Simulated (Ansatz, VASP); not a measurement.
## One calculation of BaTiO3, two programs

```
CELL_PARAMETERS angstrom
3.95549 0.00000 0.00000
0.00000 3.95549 0.00000
0.00000 0.00000 4.10470
ATOMIC_POSITIONS crystal
Ba 0.50000 0.50000 0.58611
Ti 0.00000 0.00000 0.10268
O 0.00000 0.50000 0.06196
O 0.50000 0.00000 0.06196
O 0.00000 0.00000 0.54729
```

Change from the starting cell: strain along c alone, the other axes held, atoms relaxed: +1.5 %.

Alike in both runs: functional PBEsol; k mesh 8 × 8 × 8; occupations gaussian, width 0.02 eV; no spin polarisation.

Ansatz relaxed the structure, and its values are those at the end. VASP's run is a single point on that final structure, the one shown.

```csv
,VASP,Ansatz
version,VASP 6.6.1,Ansatz 0.2.0
potentials or method,"VASP PAW PBE potentials, release 64 (Ba_sv, Ti_sv, O), cutoff 520 eV","scalar-relativistic, plane waves, PAW"
valence electrons in the cell,40,40
```

|  | VASP | Ansatz | Ansatz less VASP |
| --- | --- | --- | --- |
| gap on the k mesh at the Fermi level (eV) | 1.78 | 1.84 | +0.062 |
| least direct gap on the mesh (eV) | 2.27 | 2.30 | +0.032 |
| pressure (GPa) | 0.4 | -1.5 | -1.85 |
| rms of the force components (eV/Å) | 0.027 | 0.000 | -0.0271 |

VASP's potentials were made for PBE, not for PBEsol. The functional is the same, so the differences come from potentials, cutoffs and numerics. Ansatz's warnings: stress scf threshold loose.

Spin-orbit coupling is off throughout.
